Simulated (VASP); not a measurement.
Crystal: CO2.

```xyz
6
Lattice="-1.9747 1.9747 3.0141 1.9747 -1.9747 3.0141 1.9747 1.9747 -3.0141" Properties=species:S:1:pos:R:3 pbc="T T T"
C     0.0000    1.9747    1.5070
C     0.0000    0.0000    0.0000
O    -0.9874    1.3223    2.2605
O     2.9621    0.6525   -0.7535
O     0.6525    0.9874    0.7535
O     1.3223    0.9874    3.7676
```

Base run:

* Program: VASP 6.6.1
* Functional: LDA
* Potentials or basis: VASP PAW LDA potentials, release 64 (C, O)
* Cutoff: 520 eV
* k mesh: 6 × 6 × 6
* Occupations: gaussian, width 0.01 eV
* Spin: no spin polarisation

Its results: band gap on the k mesh 7.38 eV, indirect (least direct gap 7.89 eV); pressure -11.8 GPa; largest force 0.420 eV/Å.

Task: The run is repeated on the same cell with these changes: potentials or basis from VASP PAW LDA potentials, release 64 (C, O) to VASP PAW LDA potentials, release 64 (C_h, O_h); cutoff from 520 eV to 910 eV; further incar settings from ALGO = Normal; EDIFF = 1e-07; NBANDS = 25 to ALGO = Normal; EDIFF = 1e-06; NBANDS = 25. What comes out?

Result: Band gap on the k mesh 7.44 eV, indirect (least direct gap 7.92 eV); pressure -13.6 GPa; largest force 0.472 eV/Å.

Caveats: the cutoff is under 1.25 times the usual one of these potentials, so pressure, stress and relaxed cells hold a basis-set (Pulay) error (some runs).

A k mesh can miss the band edges.
